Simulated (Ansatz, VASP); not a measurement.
## Cd: VASP beside Ansatz

File INCAR:

```
ALGO     = Fast           # electronic algorithm
EDIFF    = 1E-6           # SCF threshold, eV
ENCUT    = 520            # plane-wave cutoff, eV
GGA      = PE             # functional
ISIF     = 2              # what is computed and relaxed
ISMEAR   = 0              # smearing method
LASPH    = True           # aspherical terms in the spheres
LCHARG   = False          # write CHGCAR
LREAL    = False          # projectors in reciprocal space
LWAVE    = False          # write WAVECAR
NBANDS   = 19             # bands
NELM     = 60             # most SCF steps
PREC     = Accurate       # precision mode
SIGMA    = 0.05           # smearing width, eV
```

File KPOINTS:

```
k-points
0
Gamma
  15 15 6
```

POSCAR

```
Cd
1.0
    2.9788700000      0.0000000000      0.0000000000
   -1.4894350000      2.5797770946      0.0000000000
    0.0000000000      0.0000000000      5.6176500000
Cd
2
Direct
    0.3108542016      0.6992824169      0.2580997730
    0.6666666667      0.3333333333      0.7500000000
```

Input for Ansatz:

```yaml
crystal:
  lattice:
    - [2.97887, 0.0, 0.0]
    - [-1.489435, 2.5797770946, 0.0]
    - [0.0, 0.0, 5.61765]
  atoms:
    - { symbol: Cd, position: [0.3108542016, 0.6992824169, 0.258099773] }
    - { symbol: Cd, position: [0.6666666667, 0.3333333333, 0.75] }
basis:
  ecutwfc: 420
  fft_grid_basis: typed
kpoints:
  mp_grid: { grid: [15, 15, 6] }
hamiltonian:
  xc: pbe
scf:
  occupations: { method: gaussian, width: 0.05 }
output:
  forces: true
  stress: true
  eigenvalues: true
  bader: true
  write_density: true
  volumetric_format: npy
```

Alike in both runs: task single point; functional PBE; k mesh 15 × 15 × 6; occupations gaussian, width 0.05 eV; no spin polarisation.

```csv
,VASP,Ansatz
version,VASP 6.6.1,Ansatz 0.2.0
potentials or method,"VASP PAW PBE potentials, release 64 (Cd), cutoff 520 eV","scalar-relativistic, plane waves, PAW"
valence electrons in the cell,24,40
```

|  | VASP | Ansatz | Ansatz less VASP |
| --- | --- | --- | --- |
| gap on the k mesh at the Fermi level (eV) | none | none | - |
| pressure (GPa) | 3.3 | 2.9 | -0.37 |
| traceless stress, the component that is largest in VASP (GPa) | 0.50 | 0.63 | +0.131 |
| rms of the force components (eV/Å) | 0.065 | 0.063 | -0.0017 |

Atom by atom the forces differ by 0.002 eV/Å (rms over components). A gap of «none» marks a metal or a gap that the smearing closes. VASP's potentials hold 24 valence electrons a cell and Ansatz's 40, so a difference there can come from the potentials and not from the codes.
